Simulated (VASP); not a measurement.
A run of VASP 6.6.1 is set up as follows.

File INCAR:

```
SYSTEM = Mg8O9
  PREC = Accurate
  ENCUT = 520
  EDIFF = 1E-6
  ISMEAR = -1
  SIGMA = 0.05
  LREAL = Auto
  LASPH = .TRUE.
  NELM = 150
  ALGO = Normal
  ISIF = 2
  LWAVE = .FALSE.
  LCHARG = .FALSE.
  ISPIN = 2
  MAGMOM = 0 0 0 0 0 0 0 0 0 0 0 0 0 0 0 0 1
  LORBIT = 11
  GGA = PS
  NBANDS = 53
```

The input KPOINTS:

```
Automatic mesh
0
G
  2 2 2
  0 0 0
```

POSCAR

```
Mg8O9
1.0
    0.0000000000      3.8950000000      3.8950000000
    3.8950000000      0.0000000000      3.8950000000
    3.8950000000      3.8950000000      0.0000000000
Mg O
8 9
Direct
    0.0308600770     -0.0323234917     -0.0286007702
    0.0205905006      0.0389216945      0.4171501926
   -0.0206803594      0.5075866496     -0.0669448010
    0.0241591784      0.4616174583      0.4418485237
    0.5397175866     -0.0037740693     -0.0477535302
    0.5018998716     -0.0324005135      0.4814634146
    0.5116944801      0.4513093710     -0.0847881900
    0.5126572529      0.5023363286      0.4302952503
    0.2754813864      0.2290885751      0.1638254172
    0.2772913992      0.2158536585      0.7092554557
    0.1535044929      0.7480616175      0.2961489089
    0.2208087291      0.7120795892      0.7340308087
    0.7188189987      0.2418485237      0.1847496791
    0.7598459564      0.2458793325      0.6717329910
    0.7757894737      0.7376379974      0.2008729140
    0.7526829268      0.7354043646      0.6863414634
    0.4203979461      0.7295121951      1.0577278562
```

Potentials or basis: VASP PAW PBE potentials, release 64 (Mg, O).

Command:

```console
$ cat potpaw_PBE.64/Mg/POTCAR potpaw_PBE.64/O/POTCAR > POTCAR
$ mpirun -np 1 vasp_std > vasp.out
```

Problem. Estimate the pressure.

Solution. 101.4 GPa.

Problem. What does it give for the largest force?

Solution. 5.616 eV/Å.

Problem. Estimate the net moment.

Solution. 0.00 μB per cell.

Problem. Predict the band gap on the k mesh.

Solution. 5.02 eV.

Stress tensor (GPa, compression positive):
```
106.74  -2.08   3.56
 -2.08  81.62  -1.42
  3.56  -1.42 115.87
```

Caveat: the k points lie up to 0.70 Å⁻¹ apart; the atoms stand as in a frame of molecular dynamics; the PAW data sets were made with another functional, which shifts forces and pressure a little.
